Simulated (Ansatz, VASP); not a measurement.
## HC18Cl in VASP and in Ansatz

```
CELL_PARAMETERS angstrom
7.39800 0.00000 0.00000
-3.69900 6.40686 0.00000
0.00000 0.00000 11.00000
ATOMIC_POSITIONS crystal
C 0.00495 0.99311 0.10139
C 0.23336 0.10552 0.12533
C 0.00917 0.32972 0.10084
C 0.23220 0.44180 0.09863
C 0.01100 0.66254 0.09373
C 0.22729 0.76929 0.08617
C 0.33924 0.99965 0.06490
C 0.56960 0.11160 0.08617
C 0.34578 0.33393 0.10139
C 0.56244 0.44083 0.09116
C 0.34091 0.66185 0.08967
C 0.56454 0.77435 0.08724
C 0.67704 0.99798 0.08967
C 0.89709 0.10669 0.09863
C 0.67635 0.32788 0.09373
C 0.89920 0.43969 0.09854
C 0.67467 0.66421 0.08692
C 0.89805 0.77644 0.09116
Cl 0.25843 0.08046 0.29878
H 0.31942 0.01948 0.96592
```

Alike in both runs: functional PBE; dispersion D3(BJ); k mesh 2 × 2 × 1; occupations gaussian, width 0.02 eV; no spin polarisation.

Ansatz relaxed the structure, and its values are those at the end. VASP's run is a single point on that final structure, the one shown.

```csv
,VASP,Ansatz
version,VASP 6.6.1,Ansatz 0.2.0
potentials or method,"VASP PAW PBE potentials, release 64 (C, Cl, H), cutoff 520 eV","scalar-relativistic, plane waves, PAW"
valence electrons in the cell,80,80
```

```tsv
	VASP	Ansatz	Ansatz less VASP
rms of the force components (eV/Å)	0.014	0.002	-0.0116
```

The k mesh is coarse, so the values compare programs but aren't converged.
